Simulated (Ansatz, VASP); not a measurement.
Ir in VASP and in Ansatz

```
Ir
1.0
     0.00000    2.07650    1.64708
     2.07650    0.00000    1.64708
     2.07650    2.07650    0.00000
Ir
1
Direct
  0.00000 0.00000 0.00000
```

Alike in both runs: task single point; functional LDA; k mesh 22 × 22 × 22; occupations gaussian, width 0.15 eV; no spin polarisation.

|  | VASP | Ansatz |
| --- | --- | --- |
| version | VASP 6.6.1 | Ansatz 0.2.0 |
| potentials or method | VASP PAW LDA potentials, release 64 (Ir), cutoff 520 eV | scalar-relativistic, plane waves, PAW |
| valence electrons in the cell | 9 | 17 |

```tsv
	VASP	Ansatz	Ansatz less VASP
gap on the k mesh at the Fermi level (eV)	none	none	-
pressure (GPa)	1.2	-1.1	-2.38
traceless stress, the component that is largest in VASP (GPa)	33.34	33.62	+0.281
```

Ansatz warns that its potentials were made for another functional, while VASP's fit it. LDA's correlation is that of Perdew and Zunger in VASP and of Perdew and Wang (1992) in Ansatz. A gap of «none» marks a metal or a gap that the smearing closes. VASP's potentials hold 9 valence electrons a cell and Ansatz's 17, so a difference there can come from the potentials and not from the codes.

Spin-orbit coupling is off throughout.
